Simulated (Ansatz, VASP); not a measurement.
## Two plane-wave programs on AlNi3

```xyz
4
Lattice="0.0000 2.8196 2.8196 2.8196 0.0000 2.8196 2.8196 2.8196 0.0000" Properties=species:S:1:pos:R:3 pbc="T T T"
Al    2.8196    2.8196    2.8196
Ni    1.4098    1.4098    1.4098
Ni    0.0000    0.0000    0.0000
Ni    4.2294    4.2294    4.2294
```

Alike in both runs: functional r2SCAN; k mesh 1 × 1 × 1; occupations gaussian, width 0.1 eV; no spin polarisation.

Ansatz relaxed the structure, and its values are those at the end. VASP's run is a single point on that final structure, the one shown.

|  | VASP | Ansatz |
| --- | --- | --- |
| version | VASP 6.6.1 | Ansatz 0.2.0 |
| potentials or method | VASP PAW PBE potentials, release 64 (Al, Ni_sv_GW), cutoff 650 eV | scalar-relativistic, plane waves, PAW |
| valence electrons in the cell | 57 | 57 |

Ansatz gave:

```
pressure (GPa) : 0.0
```

**Question.** Estimate VASP's values.

**Answer.** Pressure (GPa): -2.4.

VASP's potentials were made for PBE, not for r2SCAN. With one functional, cell and mesh, what is left measures potentials, basis and numerics.

The k mesh is coarse, so the values compare programs but aren't converged.
